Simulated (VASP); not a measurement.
Set up this calculation in VASP 6.6.1, as the native input.

* Task: single point
* Functional: PBE
* Potentials or basis: VASP PAW PBE potentials, release 64 (Pb_d)
* Cutoff: 520 eV
* k mesh: 15 × 15 × 15
* Occupations: fermi-dirac, width 0.05 eV
* Spin: non-collinear spin, zero start, spin-orbit coupling
* Starting moments: [[0.0, 0.0, 0.0]] μB
* Dipole correction: no
* Further INCAR settings: ALGO = Normal; EDIFF = 1e-06; NBANDS = 25

The structure of Pb lies in POSCAR:

```
Pb
1.0
   -2.0019679143      2.0019679143      2.0019679143
    2.0019679143     -2.0019679143      2.0019679143
    2.0019679143      2.0019679143     -2.0019679143
Pb
1
Direct
    0.0000000000      0.0000000000      0.0000000000
```

One way to write it, as run:

INCAR

```
ALGO = Normal ; EDIFF = 1E-6
ENCUT = 520 ; GGA = PE
GGA_COMPAT = False ; ISIF = 2
ISMEAR = -1 ; LASPH = True
LCHARG = False ; LNONCOLLINEAR = True
LORBIT = 11 ; LORBMOM = True
LREAL = False ; LSORBIT = True
LWAVE = False ; MAGMOM = 0 0 0
NBANDS = 25 ; NELM = 150
PREC = Accurate ; SIGMA = 0.05
```

KPOINTS

```
k-points
0
Gamma
  15 15 15
```

Potentials or basis: VASP PAW PBE potentials, release 64 (Pb_d).

Command:

```bash
$ cat potpaw_PBE.64/Pb_d/POTCAR > POTCAR
$ mpirun -np 1 vasp_ncl > vasp.out
```

Results of the run:

```json
{
 "Pressure": "0.0 GPa",
 "Net moment": "0.00 μB per cell",
 "Valence electrons inside the program's atomic spheres": "Pb 11.95"
}
```

Run time: 110 s on 1 thread of AMD EPYC 9R45 96-Core Processor (Zen 5), on a shared host, peak memory 0.3 GiB.
